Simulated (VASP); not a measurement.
A run of VASP 6.6.1 is set up as follows.

File INCAR:

```
SYSTEM = NdTl2P3
  PREC = Accurate
  ENCUT = 500
  EDIFF = 1E-6
  ISMEAR = 0
  SIGMA = 0.2
  LREAL = .FALSE.
  LASPH = .TRUE.
  NELM = 200
  ALGO = Normal
  ISIF = 2
  LWAVE = .FALSE.
  LCHARG = .FALSE.
  GGA = PE
  NBANDS = 35
  GGA_COMPAT = .FALSE.
  LMAXMIX = 6
```

File KPOINTS:

```
regular mesh
0
G
  3 3 4
  0 0 0
```

The input POSCAR:

```
NdTl2P3
1.0
    5.8320536143      0.0000000027      0.0000000000
   -2.9160268095      5.0507065849      0.0000000000
    0.0000000000      0.0000000000      5.4036155280
Nd Tl P
1 2 3
Direct
    0.0000000000      0.0000000000      0.0546979088
    0.6666666667      0.3333333333      0.5217960883
    0.3333333333      0.6666666667      0.5217960883
    0.0000000000      0.5000000000      1.0239016082
    0.5000000000      0.0000000000      1.0239016082
    0.5000000000      0.5000000000      1.0239016082
```

Potentials or basis: VASP PAW PBE potentials, release 64 (Nd_3, Tl_d, P), 4f in core.

Command:

```console
$ cat potpaw_PBE.64/Nd_3/POTCAR potpaw_PBE.64/Tl_d/POTCAR potpaw_PBE.64/P/POTCAR > POTCAR
$ mpirun -np 1 vasp_std > vasp.out
```

Problem. What does it give for the largest force?

Solution. 0.010 eV/Å.

Problem. Estimate the pressure.

Solution. 0.3 GPa.

Stress tensor (GPa, compression positive):
```
0.07 0.00 0.00
0.00 0.07 0.00
0.00 0.00 0.71
```

Caveat: the k points lie up to 0.41 Å⁻¹ apart, too coarse for converged energies and pressures of a metal; spin-orbit coupling is left out, which moves the levels of the heavy elements; the 4f electrons are frozen in the core, so they carry no moment and show no levels. Spin polarisation is off, so any magnetic state and its effect on volume and gap are missing.
